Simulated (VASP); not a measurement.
# BN (P6_3/mmc) in VASP: notebook

The runs below take BN through single point, with LDA.

Everything below comes from runs of VASP 6.6.1. Logs are shortened: lines on timing, memory, paths and dates and some standing lists are left out, and cuts for length are marked.

### Step 1. The cell of the first run

It takes space group P6_3/mmc (No. 194, hexagonal). The conventional cell has a = 2.466 Å, b = 2.466 Å, c = 5.387 Å, α = 90.00°, β = 90.00°, γ = 120.00°. B (site symmetry -6m2) has 3 N at 1.42 Å within 1.9 Å. Within 1.9 Å of N (site symmetry -6m2) lie 3 B at 1.42 Å.

### Step 2. Single point, LDA

INCAR reads:

```
ALGO = Normal
EDIFF = 1E-6
ENCUT = 520
ISIF = 2
ISMEAR = 0
LASPH = True
LCHARG = True
LELF = True
LREAL = False
LVHAR = True
LWAVE = False
NBANDS = 16
NELM = 80
PREC = Accurate
SIGMA = 0.01
```

KPOINTS reads:

```
k-points
0
Gamma
  10 10 4
```

POSCAR reads:

```
BN
1.0
    2.4658216558      0.0000000000      0.0000000000
   -1.2329108279      2.1354641951      0.0000000000
    0.0000000000      0.0000000000      5.3869097413
B N
2 2
Direct
    0.3333333333      0.6666666667      0.2500000000
    0.6666666667      0.3333333333      0.7500000000
    0.3333333333      0.6666666667      0.7500000000
    0.6666666667      0.3333333333      0.2500000000
```

Potentials or basis: VASP PAW LDA potentials, release 64 (B, N).

Run with:

```sh
cat potpaw_LDA.64/B/POTCAR potpaw_LDA.64/N/POTCAR > POTCAR
mpirun -np 1 vasp_std > vasp.out
```

OUTCAR:

```text
EDIFF = 1E-6
   ENCUT = 520
   ISIF = 2
   ISMEAR = 0
   LASPH = True
   LREAL = False
   NELM = 80
   PREC = Accurate

 ion  position               nearest neighbor table
   1  0.333  0.667  0.250-   4 1.42   4 1.42   4 1.42
   2  0.667  0.333  0.750-   3 1.42   3 1.42   3 1.42
   3  0.333  0.667  0.750-   2 1.42   2 1.42   2 1.42
   4  0.667  0.333  0.250-   1 1.42   1 1.42   1 1.42

  LATTYP: Found a hexagonal cell.
 ALAT       =     2.4658216558
 C/A-ratio  =     2.1846307208

  Lattice vectors:

 A1 = (   2.4658216558,   0.0000000000,   0.0000000000)
 A2 = (  -1.2329108279,   2.1354641951,   0.0000000000)
 A3 = (   0.0000000000,   0.0000000000,   5.3869097413)

Analysis of symmetry for initial positions (statically):
=====================================================================
 Subroutine PRICEL returns:
 Original cell was already a primitive cell.

 Routine SETGRP: Setting up the symmetry group for a
 hexagonal supercell.

 Subroutine GETGRP returns: Found 24 space group operations
 (whereof 12 operations were pure point group operations)
 out of a pool of 24 trial point group operations.

The static configuration has the point symmetry D_3d.
 The point group associated with its full space group is D_6h.

Analysis of symmetry for dynamics (positions and initial velocities):
=====================================================================
 Subroutine PRICEL returns:
 Original cell was already a primitive cell.

 Routine SETGRP: Setting up the symmetry group for a
 hexagonal supercell.

 Subroutine GETGRP returns: Found 24 space group operations
 (whereof 12 operations were pure point group operations)
 out of a pool of 24 trial point group operations.

The dynamic configuration has the point symmetry D_3d.
 The point group associated with its full space group is D_6h.

 Subroutine INISYM returns: Found 24 space group operations
 (whereof 12 operations are pure point group operations),
 and found     1 'primitive' translations

----------------------------------------------------------------------------------------

                                     Primitive cell

  volume of cell :      28.3657

  direct lattice vectors                    reciprocal lattice vectors
     2.465821656  0.000000000  0.000000000     0.405544334  0.234141130  0.000000000
    -1.232910828  2.135464195  0.000000000     0.000000000  0.468282260  0.000000000
     0.000000000  0.000000000  5.386909741     0.000000000  0.000000000  0.185635188

  length of vectors
     2.465821656  2.465821656  5.386909741     0.468282260  0.468282260  0.185635188

  position of ions in fractional coordinates (direct lattice)
     0.333333333  0.666666667  0.250000000
     0.666666667  0.333333333  0.750000000
     0.333333333  0.666666667  0.750000000
     0.666666667  0.333333333  0.250000000

  ion indices of the primitive-cell ions
   primitive index   ion index
                 1           1
                 2           2
                 3           3
                 4           4

----------------------------------------------------------------------------------------

 KPOINTS: k-points

Automatic generation of k-mesh.
 Grid dimensions read from file:
 generate k-points for:   10   10    4

 Generating k-lattice:

  Cartesian coordinates                     Fractional coordinates (reciprocal lattice)
     0.040554433  0.023414113  0.000000000     0.100000000 -0.000000000  0.000000000
     0.000000000  0.046828226  0.000000000     0.000000000  0.100000000  0.000000000
     0.000000000  0.000000000  0.046408797     0.000000000  0.000000000  0.250000000

  Length of vectors
     0.046828226  0.046828226  0.046408797

  Shift w.r.t. Gamma in fractional coordinates (k-lattice)
     0.000000000  0.000000000  0.000000000

 Subroutine IBZKPT returns following result:
 ===========================================

 Found     42 irreducible k-points:

 Following reciprocal coordinates:
            Coordinates               Weight
  0.000000  0.000000  0.000000      1.000000
  0.100000  0.000000  0.000000      6.000000
  0.200000  0.000000  0.000000      6.000000
  0.300000  0.000000  0.000000      6.000000
  0.400000  0.000000  0.000000      6.000000
  0.500000 -0.000000  0.000000      3.000000
[... 16 lines left out ...]
  0.300000  0.100000  0.250000     24.000000
  0.400000  0.100000  0.250000     24.000000
 [... further k-points ...]
   k-points           NKPTS =     42   k-points in BZ     NKDIM =     42   number of bands    NBANDS=     16
   number of dos      NEDOS =    301   number of ions     NIONS =      4
   total plane-waves  NPLWV =  12960
   dimension x,y,z NGX =    18 NGY =   18 NGZ =   40
   dimension x,y,z NGXF=    36 NGYF=   36 NGZF=   80
   ions per type =               2   2
   NGX,Y,Z   is equivalent  to a cutoff of  12.14, 12.14, 12.34 a.u.
   NGXF,Y,Z  is equivalent  to a cutoff of  24.27, 24.27, 24.69 a.u.
 SYSTEM =  unknown system
   PREC   = accura    normal or accurate (medium, high low for compatibility)
   ISTART =      0    job   : 0-new  1-cont  2-samecut
   ICHARG =      2    charge: 1-file 2-atom 10-const
   ISPIN  =      1    spin polarized calculation?
   LNONCOLLINEAR =      F non collinear calculations
   LSORBIT =      F    spin-orbit coupling
   LASPH  =      T    aspherical Exc in radial PAW
   ENCUT  =  520.0 eV  38.22 Ry    6.18 a.u.   4.58  4.58 10.02*2*pi/ulx,y,z
   NELM   =     80;   NELMIN=  2; NELMDL= -5     # of ELM steps
   EDIFF  = 0.1E-05   stopping-criterion for ELM
   LREAL  =      F    real-space projection
   EDIFFG = 0.1E-04   stopping-criterion for IOM
   NSW    =      0    number of steps for IOM
   IBRION =     -1    ionic relax: 0-MD 1-quasi-New 2-CG
   NFREE  =      0    steps in history (QN), initial steepest desc. (CG)
   ISIF   =      2    stress and relaxation
   ISYM   =      2    0-nonsym 1-usesym 2-fastsym
   POTIM  = 0.5000    time-step for ionic-motion
   TEBEG  =    0.0;   TEEND  =   0.0 temperature during run
   PSTRESS=    0.0 pullay stress
   NELECT =      16.0000    total number of electrons
   NUPDOWN=      -1.0000    fix difference up-down
   EMIN   =  10.00;   EMAX   =-10.00  energy-range for DOS
   EFERMI =   0.00;   METHOD = LEGACY
   ISMEAR =     0;   SIGMA  =   0.01  broadening in eV -4-tet -1-fermi 0-gaus
   EFERMI_NEDOS =   21; number of points for ismear=-14 and -15
   IALGO  =     38    algorithm
   IMIX   =      4    mixing-type and parameters
     AMIX     =   0.40;   BMIX     =  1.00
     AMIX_MAG =   1.60;   BMIX_MAG =  1.00
  volume/ion in A,a.u.               =       7.09        47.86
  Fermi-wavevector in a.u.,A,eV,Ry     =   1.352644  2.556127 24.893853  1.829647
  Thomas-Fermi vector in A             =   2.479966
   LORBIT       =      0    0 simple, 1 ext, 2 COOP (PROOUT), +10 PAW based schemes
   GGA     = CA    functional components
   LHFCALC =     F    Hartree Fock is set to
   AEXX    =    0.0000 exact exchange contribution
   IVDW    =     0    specifies the selected vdW correction
   LEPSILON=     F    determine dielectric tensor
   LRPA    =     F    only Hartree local field effects (RPA)
 non-spin polarized calculation
 Gauss-broadening in eV      SIGMA  =   0.01
  energy-cutoff  :      520.00
  volume of cell :       28.37
 maximum number of plane-waves:       782
   NGX =  9   NGY =  9   NGZ = 21

 number of electron      15.9999997 magnetization

 Free energy of the ion-electron system (eV)
  ---------------------------------------------------
  ext. energy  EPLUGINS =         0.00000000
  ---------------------------------------------------
  free energy    TOTEN  =       -38.35445694 eV

  energy without entropy =      -38.35445694  energy(sigma->0) =      -38.35445694

 E-fermi :   4.6794     XC(G=0): -11.9137

 val. band max:        4.5863875210   @ k =   0.3000   0.2000   0.0000
 cond. band min:       8.3520237975   @ k =   0.5000  -0.0000   0.2500
 fundamental gap:      3.7656362765
 Fermi energy:         4.6793883533

 k-point     1 :       0.0000    0.0000    0.0000
  band No.  band energies     occupation
      1     -14.0226      2.00000
      2     -12.7706      2.00000
      3      -3.4778      2.00000
      4       1.8031      2.00000
      5       2.9701      2.00000
      6       2.9701      2.00000
[... 8 lines left out ...]
     15      17.5361      0.00000
     16      17.9976      0.00000

 k-point     2 :       0.1000    0.0000    0.0000
  band No.  band energies     occupation
      1     -13.8125      2.00000
      2     -12.5835      2.00000
      3      -3.1943      2.00000
      4       2.0308      2.00000
      5       2.1567      2.00000
      6       2.4258      2.00000
[... 8 lines left out ...]
     15      17.3303      0.00000
     16      18.5701      0.00000

 k-point     3 :       0.2000    0.0000    0.0000
  band No.  band energies     occupation
      1     -13.1957      2.00000
      2     -12.0392      2.00000
      3      -2.3565      2.00000
      4       0.2004      2.00000
      5       0.5642      2.00000
      6       1.6854      2.00000
[... 8 lines left out ...]
     15      19.6081      0.00000
     16      19.8060      0.00000

 k-point     4 :       0.3000    0.0000    0.0000
  band No.  band energies     occupation
      1     -12.2254      2.00000
      2     -11.2105      2.00000
      3      -2.0898      2.00000
      4      -1.6316      2.00000
      5      -1.0161      2.00000
      6       0.7945      2.00000
[... 8 lines left out ...]
     15      21.7148      0.00000
     16      22.2349      0.00000

 k-point     5 :       0.4000    0.0000    0.0000
  band No.  band energies     occupation
      1     -11.0661      2.00000
      2     -10.3373      2.00000
      3      -4.0276      2.00000
      4      -3.5902      2.00000
      5       0.1802      2.00000
      6       0.5377      2.00000
[... 8 lines left out ...]
     15      20.5528      0.00000
     16      25.2567      0.00000

 k-point     6 :       0.5000   -0.0000    0.0000
  band No.  band energies     occupation
      1     -10.3206      2.00000
      2     -10.0147      2.00000
      3      -4.7860      2.00000
      4      -4.5570      2.00000
      5      -0.0357      2.00000
      6       0.3275      2.00000
[... 8 lines left out ...]
     15      20.1695      0.00000
     16      25.1934      0.00000
[... 267 lines left out ...]
 k-point    21 :       0.1000    0.1000    0.2500
  band No.  band energies     occupation
      1     -13.2541      2.00000
      2     -12.4266      2.00000
      3      -2.0245      2.00000
      4       0.9948      2.00000
      5       1.0133      2.00000
      6       1.5852      2.00000
[... 8 lines left out ...]
     15      18.6302      0.00000
     16      19.6004      0.00000

 k-point    22 :       0.2000    0.1000    0.2500
  band No.  band energies     occupation
      1     -12.4673      2.00000
      2     -11.7113      2.00000
      3      -1.2293      2.00000
      4      -0.7633      2.00000
      5      -0.6716      2.00000
      6       0.7912      2.00000
[... 8 lines left out ...]
     15      20.7001      0.00000
     16      21.0461      0.00000

 k-point    23 :       0.3000    0.1000    0.2500
  band No.  band energies     occupation
      1     -11.4017      2.00000
      2     -10.7834      2.00000
      3      -3.0715      2.00000
      4      -2.7565      2.00000
      5      -0.0706      2.00000
      6       0.1924      2.00000
[... 8 lines left out ...]
     15      20.9536      0.00000
     16      23.1126      0.00000

 k-point    24 :       0.4000    0.1000    0.2500
  band No.  band energies     occupation
      1     -10.3769      2.00000
      2     -10.0421      2.00000
      3      -4.5085      2.00000
      4      -4.2697      2.00000
      5      -0.4991      2.00000
      6      -0.2224      2.00000
[... 8 lines left out ...]
     15      21.1939      0.00000
     16      24.9704      0.00000

 [... further k-points ...]

------------------------ aborting loop because EDIFF is reached ----------------------------------------

  FORCE on cell =-STRESS in cart. coord.  units (eV):
  Direction    XX          YY          ZZ          XY          YZ          ZX
  --------------------------------------------------------------------------------------
  -------------------------------------------------------------------------------------
  Total        2.8291440      2.8291440      2.6299855      0.0000000      0.0000000      0.0000000
  in kB      159.7982352    159.7982352    148.5491882      0.0000000      0.0000000      0.0000000
  external PRESSURE =     156.0485529 kB  Pullay stress =       0.0000000 kB

 VOLUME and BASIS-vectors are now :
 -----------------------------------------------------------------------------
  energy-cutoff  :      520.00
  volume of cell :       28.37
      direct lattice vectors                 reciprocal lattice vectors
     2.465821656  0.000000000  0.000000000     0.405544334  0.234141130  0.000000000
    -1.232910828  2.135464195  0.000000000     0.000000000  0.468282260  0.000000000
     0.000000000  0.000000000  5.386909741     0.000000000  0.000000000  0.185635188

 POSITION                                       TOTAL-FORCE (eV/Angst)
 -----------------------------------------------------------------------------------
     -0.00000      1.42364      1.34673         0.000000     -0.000000      0.000000
      1.23291      0.71182      4.04018        -0.000000      0.000000      0.000000
     -0.00000      1.42364      4.04018        -0.000000      0.000000      0.000000
      1.23291      0.71182      1.34673         0.000000     -0.000000      0.000000
 -----------------------------------------------------------------------------------
    total drift:                               -0.000000      0.000000      0.000000

  FREE ENERGIE OF THE ION-ELECTRON SYSTEM (eV)
  ---------------------------------------------------
  free  energy   TOTEN  =       -38.3544569351 eV

  energy  without entropy=      -38.3544569351  energy(sigma->0) =      -38.35445694
```

Run time: 19 s. Hardware: 1 thread of Intel Xeon 8259CL, shared host; peak memory 0.13 GiB.

Results:

* Free energy: -38.3545 eV
* Pressure: 15.6 GPa
* Band gap on the k mesh: 3.77 eV (least direct gap 4.21 eV)

Stress tensor (GPa, compression positive):
```
15.98  0.00  0.00
 0.00 15.98  0.00
 0.00  0.00 14.85
```

Caveat: the cell stands under pressure. A k mesh can miss the band edges.

### Step 3. Single point, LDA

This run uses another cell than the first one, of 7.41 Å³/atom.

INCAR reads:

```
SYSTEM = BN
PREC = Accurate ; ENCUT = 520
EDIFF = 1E-6 ; ISMEAR = 0
SIGMA = 0.01 ; LREAL = .False.
LASPH = .True. ; NELM = 100
ALGO = Normal ; ISIF = 2
LWAVE = .False. ; LCHARG = .False.
NBANDS = 16
```

KPOINTS reads:

```
Automatic mesh
0
Gamma
  10 10 4
  0 0 0
```

POSCAR reads:

```
BN
1.0
    2.4725026741      0.0000000000      0.0000000000
   -1.2362513371      2.1412501267      0.0000000000
    0.0000000000      0.0000000000      5.5951237012
B N
2 2
Direct
    0.3333333333      0.6666666667      0.2500000000
    0.6666666667      0.3333333333      0.7500000000
    0.3333333333      0.6666666667      0.7500000000
    0.6666666667      0.3333333333      0.2500000000
```

Potentials or basis: VASP PAW LDA potentials, release 64 (B, N).

Run with:

```sh
cat potpaw_LDA.64/B/POTCAR potpaw_LDA.64/N/POTCAR > POTCAR
mpirun -np 1 vasp_std > vasp.out
```

Run time: 22 s. Hardware: 1 thread of Intel Xeon 8259CL, shared host; peak memory 0.13 GiB.

Results (log left out):

```
Free energy            : -38.4530 eV
Pressure               : 10.5 GPa
Band gap on the k mesh : 3.88 eV (least direct gap 4.18 eV)
```

Stress tensor (GPa, compression positive):
```
10.92  0.00  0.00
 0.00 10.92  0.00
 0.00  0.00  9.77
```

Levels at points of the mesh, in eV from the valence-band top:
```
           k point  band 6  band 7  band 8  band 9  band 10  band 11
(0.00, 0.00, 0.00)   -1.47   -1.30   -1.30    6.54    11.45    11.45
(0.50, 0.00, 0.00)   -4.16   -2.44   -0.24    3.95     6.60     9.89
(0.00, 0.00, 0.50)   -1.39   -1.39   -1.39    9.88     9.88    11.65
(0.50, 0.00, 0.50)   -4.30   -1.13   -1.13    4.48     4.48    10.28
```

Caveat: the cell stands under pressure. A k mesh can miss the band edges.

### Step 4. Single point, LDA

This run uses another cell than the first one, of 7.65 Å³/atom.

INCAR reads:

```
SYSTEM = BN
PREC = Accurate ; ENCUT = 520
EDIFF = 1E-7 ; ISMEAR = 0
SIGMA = 0.01 ; LREAL = .FALSE.
LASPH = .TRUE. ; NELM = 80
ALGO = Normal ; ISIF = 2
LWAVE = .FALSE. ; LCHARG = .FALSE.
GGA = CA ; NBANDS = 16
```

KPOINTS reads:

```
Automatic mesh
0
G
  10 10 4
  0 0 0
```

POSCAR reads:

```
BN
1.0
    2.4769100468      0.0000000000      0.0000000000
   -1.2384550234      2.1450670234      0.0000000000
    0.0000000000      0.0000000000      5.7558570214
B N
2 2
Direct
    0.3333333333      0.6666666667      0.2500000000
    0.6666666667      0.3333333333      0.7500000000
    0.3333333333      0.6666666667      0.7500000000
    0.6666666667      0.3333333333      0.2500000000
```

Run with:

```sh
cat potpaw_LDA.64/B/POTCAR potpaw_LDA.64/N/POTCAR > POTCAR
mpirun -np 1 vasp_std > vasp.out
```

Run time: 24 s. Hardware: 1 thread of Intel Xeon 8259CL, shared host; peak memory 0.13 GiB.

The run converged. Its results:

```
Free energy            : -38.5043 eV
Pressure               : 7.5 GPa
Band gap on the k mesh : 3.96 eV (least direct gap 4.17 eV)
```

Stress tensor (GPa, compression positive):
```
7.89 0.00 0.00
0.00 7.89 0.00
0.00 0.00 6.79
```

Levels at points of the mesh, in eV from the valence-band top:
| k point | band 5 | band 6 | band 7 | band 8 | band 9 | band 10 | band 11 | band 12 |
| --- | --- | --- | --- | --- | --- | --- | --- | --- |
| (0.00, 0.00, 0.00) | -1.39 | -1.39 | -1.25 | -1.25 | 6.24 | 11.52 | 11.52 | 11.87 |
| (0.50, 0.00, 0.00) | -4.33 | -4.11 | -2.20 | -0.20 | 3.97 | 6.41 | 9.99 | 10.00 |
| (0.00, 0.00, 0.50) | -1.32 | -1.32 | -1.32 | -1.32 | 9.46 | 9.46 | 11.69 | 11.69 |
| (0.50, 0.00, 0.50) | -4.22 | -4.22 | -1.05 | -1.05 | 4.54 | 4.54 | 10.29 | 10.29 |

Caveat: the cell stands under pressure. A k mesh can miss the band edges.

### Step 5. Overview

| cell | gap on the mesh (eV) | pressure (GPa) |
| --- | --- | --- |
| a = 2.466, b = 2.466, c = 5.387 Å, angles 90.0, 90.0, 120.0°, 4 atoms | 3.77 | 15.6 |
| a = 2.473, b = 2.473, c = 5.595 Å, angles 90.0, 90.0, 120.0°, 4 atoms | 3.88 | 10.5 |
| a = 2.477, b = 2.477, c = 5.756 Å, angles 90.0, 90.0, 120.0°, 4 atoms | 3.96 | 7.5 |

Alike in all rows: task single point; level LDA; potentials or basis VASP PAW LDA potentials, release 64 (B, N); no spin polarisation; k mesh 10 × 10 × 4; cutoff (eV) 520; smearing gaussian 0.01 eV.

Caveats: the cell stands under pressure.

Total energies depend on the potentials used, so only differences within one code and one set of settings carry meaning.
